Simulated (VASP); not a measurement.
# VO2 (P4_2/mnm) in VASP: notebook

VO2 is run at these levels: PBE; tasks: relaxation of shape and atoms at fixed volume.

Program: VASP 6.6.1. These are calculated values, not measurements. Logs are shortened: lines on timing, memory, paths and dates and some standing lists are left out, and cuts for length are marked.

### 1 The cell of the first run

The structure is tetragonal, space group P4_2/mnm (No. 136). Conventional cell: a = 4.629 Å, b = 4.629 Å, c = 2.866 Å, α = 90.00°, β = 90.00°, γ = 90.00°. Within 2.6 Å of V (site symmetry mmm) lie 6 O at 1.94 to 1.96 Å. O (site symmetry m2m) has 3 V at 1.94 to 1.96 Å and 11 O at 2.62 to 2.87 Å within 2.9 Å.

### 2 Relaxation of shape and atoms at fixed volume, PBE, collinear spin, ferromagnetic start (10.24 Å³/atom)

INCAR

```
PREC = Accurate
ENCUT = 600
EDIFF = 1E-7
ISMEAR = 0
SIGMA = 0.1
LREAL = False
LASPH = True
NELM = 200
ALGO = Normal
ISIF = 4
LWAVE = False
LCHARG = False
ISPIN = 2
MAGMOM = 0.92 0.92 0 0 0 0
LORBIT = 11
LMAXMIX = 4
GGA = PE
IBRION = 2
NSW = 50
EDIFFG = -0.01
GGA_COMPAT = False
NELMIN = 4
KPAR = 4
```

KPOINTS

```
Automatic mesh
0
Gamma
  8 8 12
```

POSCAR

```
VO2
1.0
    4.6289306027      0.0000000000      0.0000000000
    0.0000000000      4.6289306027      0.0000000000
    0.0000000000      0.0000000000      2.8664725341
V O
2 4
Direct
    0.0000000000      0.0000000000      0.0000000000
    0.5000000000      0.5000000000      0.5000000000
    0.2999928517      0.2999928517      0.0000000000
    0.2000071483      0.7999928517      0.5000000000
    0.7000071483      0.7000071483      0.0000000000
    0.7999928517      0.2000071483      0.5000000000
```

Potentials or basis: VASP PAW PBE potentials, release 64 (V_sv, O).

The run is started by

```bash
cat potpaw_PBE.64/V_sv/POTCAR potpaw_PBE.64/O/POTCAR > POTCAR
mpirun -np 4 vasp_std > vasp.out
```

OUTCAR:

```text
PREC = Accurate
   ENCUT = 600
   EDIFF = 1E-7
   ISMEAR = 0
   LREAL = False
   LASPH = True
   NELM = 200
   ISIF = 4
   ISPIN = 2
   LORBIT = 11
   GGA = PE
   IBRION = 2
   NSW = 50
   EDIFFG = -0.01
   NELMIN = 4

 ion  position               nearest neighbor table
   1  0.000  0.000  0.000-   4 1.94   6 1.94   4 1.94   6 1.94   5 1.96   3 1.96
   2  0.500  0.500  0.500-   3 1.94   5 1.94   3 1.94   5 1.94   4 1.96   6 1.96
   3  0.300  0.300  0.000-   2 1.94   2 1.94   1 1.96
   4  0.200  0.800  0.500-   1 1.94   1 1.94   2 1.96
   5  0.700  0.700  0.000-   2 1.94   2 1.94   1 1.96
   6  0.800  0.200  0.500-   1 1.94   1 1.94   2 1.96

  LATTYP: Found a simple tetragonal cell.
 ALAT       =     4.6289306027
 C/A-ratio  =     0.6192515680

  Lattice vectors:

 A1 = (   4.6289306027,   0.0000000000,   0.0000000000)
 A2 = (   0.0000000000,   4.6289306027,   0.0000000000)
 A3 = (   0.0000000000,   0.0000000000,   2.8664725341)

Analysis of symmetry for initial positions (statically):
=====================================================================
 Subroutine PRICEL returns:
 Original cell was already a primitive cell.

 Routine SETGRP: Setting up the symmetry group for a
 simple tetragonal supercell.

 Subroutine GETGRP returns: Found 16 space group operations
 (whereof  8 operations were pure point group operations)
 out of a pool of 16 trial point group operations.

The static configuration has the point symmetry D_2h.
 The point group associated with its full space group is D_4h.

Analysis of symmetry for dynamics (positions and initial velocities):
=====================================================================
 Subroutine PRICEL returns:
 Original cell was already a primitive cell.

 Routine SETGRP: Setting up the symmetry group for a
 simple tetragonal supercell.

 Subroutine GETGRP returns: Found 16 space group operations
 (whereof  8 operations were pure point group operations)
 out of a pool of 16 trial point group operations.

The dynamic configuration has the point symmetry D_2h.
 The point group associated with its full space group is D_4h.

Analysis of structural, dynamic, and magnetic symmetry:
=====================================================================
 Subroutine PRICEL returns:
 Original cell was already a primitive cell.

 Routine SETGRP: Setting up the symmetry group for a
 simple tetragonal supercell.

 Subroutine GETGRP returns: Found 16 space group operations
 (whereof  8 operations were pure point group operations)
 out of a pool of 16 trial point group operations.

The overall configuration has the point symmetry D_2h.
 The point group associated with its full space group is D_4h.

 Subroutine INISYM returns: Found 16 space group operations
 (whereof  8 operations are pure point group operations),
 and found     1 'primitive' translations

----------------------------------------------------------------------------------------

                                     Primitive cell

  volume of cell :      61.4199

  direct lattice vectors                    reciprocal lattice vectors
     4.628930603  0.000000000  0.000000000     0.216032619  0.000000000  0.000000000
     0.000000000  4.628930603  0.000000000     0.000000000  0.216032619  0.000000000
     0.000000000  0.000000000  2.866472534     0.000000000  0.000000000  0.348860834

  length of vectors
     4.628930603  4.628930603  2.866472534     0.216032619  0.216032619  0.348860834

  position of ions in fractional coordinates (direct lattice)
     0.000000000  0.000000000  0.000000000
     0.500000000  0.500000000  0.500000000
     0.299992852  0.299992852  0.000000000
     0.200007148  0.799992852  0.500000000
     0.700007148  0.700007148  0.000000000
     0.799992852  0.200007148  0.500000000

  ion indices of the primitive-cell ions
   primitive index   ion index
                 1           1
                 2           2
                 3           3
                 4           4
                 5           5
                 6           6

----------------------------------------------------------------------------------------

 KPOINTS: Automatic mesh

Automatic generation of k-mesh.
 Grid dimensions read from file:
 generate k-points for:    8    8   12

 Generating k-lattice:

  Cartesian coordinates                     Fractional coordinates (reciprocal lattice)
     0.027004077  0.000000000  0.000000000     0.125000000  0.000000000  0.000000000
     0.000000000  0.027004077  0.000000000     0.000000000  0.125000000  0.000000000
     0.000000000  0.000000000  0.029071736     0.000000000  0.000000000  0.083333333

  Length of vectors
     0.027004077  0.027004077  0.029071736

  Shift w.r.t. Gamma in fractional coordinates (k-lattice)
     0.000000000  0.000000000  0.000000000

 Subroutine IBZKPT returns following result:
 ===========================================

 Found    105 irreducible k-points:

 Following reciprocal coordinates:
            Coordinates               Weight
  0.000000  0.000000  0.000000      1.000000
  0.125000  0.000000  0.000000      4.000000
  0.250000  0.000000  0.000000      4.000000
  0.375000  0.000000  0.000000      4.000000
  0.500000  0.000000  0.000000      2.000000
  0.125000  0.125000  0.000000      4.000000
[... 16 lines left out ...]
  0.375000  0.125000  0.083333     16.000000
  0.500000  0.125000  0.083333      8.000000
 [... further k-points ...]
   k-points           NKPTS =    105   k-points in BZ     NKDIM =    105   number of bands    NBANDS=     31
   number of dos      NEDOS =    301   number of ions     NIONS =      6
   total plane-waves  NPLWV =  38400
   dimension x,y,z NGX =    40 NGY =   40 NGZ =   24
   dimension x,y,z NGXF=    80 NGYF=   80 NGZF=   48
   ions per type =               2   4
   NGX,Y,Z   is equivalent  to a cutoff of  14.37, 14.37, 13.92 a.u.
   NGXF,Y,Z  is equivalent  to a cutoff of  28.73, 28.73, 27.84 a.u.
 SYSTEM =  unknown system
   PREC   = accura    normal or accurate (medium, high low for compatibility)
   ISTART =      0    job   : 0-new  1-cont  2-samecut
   ICHARG =      2    charge: 1-file 2-atom 10-const
   ISPIN  =      2    spin polarized calculation?
   LNONCOLLINEAR =      F non collinear calculations
   LSORBIT =      F    spin-orbit coupling
   LASPH  =      T    aspherical Exc in radial PAW
   ENCUT  =  600.0 eV  44.10 Ry    6.64 a.u.   9.25  9.25  5.73*2*pi/ulx,y,z
   NELM   =    200;   NELMIN=  4; NELMDL= -5     # of ELM steps
   EDIFF  = 0.1E-06   stopping-criterion for ELM
   LREAL  =      F    real-space projection
   EDIFFG = -.1E-01   stopping-criterion for IOM
   NSW    =     50    number of steps for IOM
   IBRION =      2    ionic relax: 0-MD 1-quasi-New 2-CG
   NFREE  =      1    steps in history (QN), initial steepest desc. (CG)
   ISIF   =      4    stress and relaxation
   ISYM   =      2    0-nonsym 1-usesym 2-fastsym
   POTIM  = 0.5000    time-step for ionic-motion
   TEBEG  =    0.0;   TEEND  =   0.0 temperature during run
   PSTRESS=    0.0 pullay stress
   NELECT =      50.0000    total number of electrons
   NUPDOWN=      -1.0000    fix difference up-down
   EMIN   =  10.00;   EMAX   =-10.00  energy-range for DOS
   EFERMI =   0.00;   METHOD = LEGACY
   ISMEAR =     0;   SIGMA  =   0.10  broadening in eV -4-tet -1-fermi 0-gaus
   EFERMI_NEDOS =   21; number of points for ismear=-14 and -15
   IALGO  =     38    algorithm
   IMIX   =      4    mixing-type and parameters
     AMIX     =   0.40;   BMIX     =  1.00
     AMIX_MAG =   1.60;   BMIX_MAG =  1.00
  volume/ion in A,a.u.               =      10.24        69.08
  Fermi-wavevector in a.u.,A,eV,Ry     =   1.528604  2.888644 31.791803  2.336632
  Thomas-Fermi vector in A             =   2.636340
   LORBIT       =     11    0 simple, 1 ext, 2 COOP (PROOUT), +10 PAW based schemes
   GGA     = PE    functional components
   LHFCALC =     F    Hartree Fock is set to
   AEXX    =    0.0000 exact exchange contribution
   IVDW    =     0    specifies the selected vdW correction
   LEPSILON=     F    determine dielectric tensor
   LRPA    =     F    only Hartree local field effects (RPA)
 conjugate gradient relaxation of ions
 spin polarized calculation
 Gauss-broadening in eV      SIGMA  =   0.10
  energy-cutoff  :      600.00
  volume of cell :       61.42
 maximum number of plane-waves:      2080
 NGX is ok and might be reduce to    40
   NGX = 19   NGY = 19   NGZ = 11

--------------------------------------- Ionic step        1  -------------------------------------------

 number of electron      50.0000016 magnetization       1.9999492

 Free energy of the ion-electron system (eV)
  ---------------------------------------------------
  ext. energy  EPLUGINS =         0.00000000
  ---------------------------------------------------
  free energy    TOTEN  =       -51.94816875 eV

  energy without entropy =      -51.93197233  energy(sigma->0) =      -51.94007054

------------------------ aborting loop because EDIFF is reached ----------------------------------------

  FORCE on cell =-STRESS in cart. coord.  units (eV):
  Direction    XX          YY          ZZ          XY          YZ          ZX
  --------------------------------------------------------------------------------------
  -------------------------------------------------------------------------------------
  Total       -2.2539677     -2.2539677     -2.5421848      0.0000000      0.0000000      0.0000000
  in kB      -58.7961852    -58.7961852    -66.3145121      0.0000000      0.0000000      0.0000000
  external PRESSURE =     -61.3022942 kB  Pullay stress =       0.0000000 kB
[... 65 lines left out ...]
  energy  without entropy=      -51.9337185239  energy(sigma->0) =      -51.94192257

--------------------------------------- Ionic step        3  -------------------------------------------

 number of electron      50.0000017 magnetization       1.9999485

 Free energy of the ion-electron system (eV)
  ---------------------------------------------------
  ext. energy  EPLUGINS =         0.00000000
  ---------------------------------------------------
  free energy    TOTEN  =       -51.95027303 eV

  energy without entropy =      -51.93379516  energy(sigma->0) =      -51.94203409

 E-fermi :   5.7903     XC(G=0): -11.5469

 val. band max:        5.7900591582   @ k =   0.2500   0.1250   0.1667
 cond. band min:       5.7922813509   @ k =   0.3750   0.3750   0.0833
 fundamental gap:      0.0022221927
 Fermi energy:         5.7903049736

 spin component 1

 k-point     1 :       0.0000    0.0000    0.0000
  band No.  band energies     occupation
      1     -60.3003      1.00000
      2     -60.2931      1.00000
      3     -34.1087      1.00000
      4     -34.1087      1.00000
      5     -34.0464      1.00000
      6     -34.0376      1.00000
[... 805 lines left out ...]
     30       6.7658      0.00000
     31       9.0153      0.00000

 [... further k-points ...]

 spin component 2

 k-point     1 :       0.0000    0.0000    0.0000
  band No.  band energies     occupation
      1     -59.1815      1.00000
      2     -59.1737      1.00000
      3     -32.9986      1.00000
      4     -32.9986      1.00000
      5     -32.9728      1.00000
      6     -32.9562      1.00000
[... 840 lines left out ...]
  FREE ENERGIE OF THE ION-ELECTRON SYSTEM (eV)
  ---------------------------------------------------
  free  energy   TOTEN  =       -51.9502730260 eV

  energy  without entropy=      -51.9337951600  energy(sigma->0) =      -51.94203409

 reached required accuracy - stopping structural energy minimisation

 total charge

# of ion       s       p       d       tot
------------------------------------------
    1        2.271   6.313   2.868  11.453
    2        2.271   6.313   2.868  11.453
    3        1.568   3.459   0.000   5.027
    4        1.568   3.459   0.000   5.027
    5        1.568   3.459   0.000   5.027
    6        1.568   3.459   0.000   5.027
--------------------------------------------------
tot         10.813  26.464   5.737  43.013

 magnetization (x)

# of ion       s       p       d       tot
------------------------------------------
    1        0.013   0.012   1.037   1.061
    2        0.013   0.012   1.037   1.061
    3       -0.002  -0.057   0.000  -0.059
    4       -0.002  -0.057   0.000  -0.059
    5       -0.002  -0.057   0.000  -0.059
    6       -0.002  -0.057   0.000  -0.059
--------------------------------------------------
tot          0.018  -0.205   2.073   1.886
```

Wall time 1.9 min (4 MPI ranks of Intel Xeon 6975P-C (Granite Rapids), shared host); peak memory 0.47 GiB.

What came out:

| Quantity | Value |
| --- | --- |
| Free energy | -51.9503 eV |
| Energy gained by relaxing | 0.4 meV/atom |
| Ionic steps | 3 |
| Pressure after relaxing | -5.6 GPa |
| Largest force after relaxing | 0.005 eV/Å |
| Band gap on the k mesh | zero (filled and empty bands overlap) |
| Net moment | 2.00 μB per cell |
| Site moments | V +1.06; O -0.06 μB |
| Valence electrons inside the program's atomic spheres | V 11.45; O 5.03 |

Forces in eV/Å, atoms in the order of the input:
```
V    0.000  0.000  0.000
V    0.000  0.000  0.000
O    0.004  0.004  0.000
O   -0.004  0.004  0.000
O   -0.004 -0.004  0.000
O    0.004 -0.004  0.000
```

Stress tensor (GPa, compression positive):
```
-5.70  0.00  0.00
 0.00 -5.70  0.00
 0.00  0.00 -5.52
```

Step by step:
```tsv
step	energy change (eV)	largest force (eV/Å)	pressure (GPa)	volume (Å³)
1	0.0000	0.1169	-6.13	61.42
2	-0.0020	0.0347	-5.78	61.42
3	-0.0021	0.0052	-5.64	61.42
```

Final structure:
```xyz
6
Lattice="4.6338 0.0000 0.0000 0.0000 4.6338 0.0000 0.0000 0.0000 2.8605" Properties=species:S:1:pos:R:3 pbc="T T T"
V     0.0000    0.0000    0.0000
V     2.3169    2.3169    1.4302
O     1.3955    1.3955    0.0000
O     0.9214    3.7124    1.4302
O     3.2383    3.2383    0.0000
O     3.7124    0.9214    1.4302
```

Caveat: semilocal functionals often make such compounds metallic where correlation or magnetic order opens a gap, which also shifts bond lengths. With open d or f shells a metallic result of PBE can be an artefact of self-interaction; +U or a hybrid may open a gap.

[end of part 1 of 2]
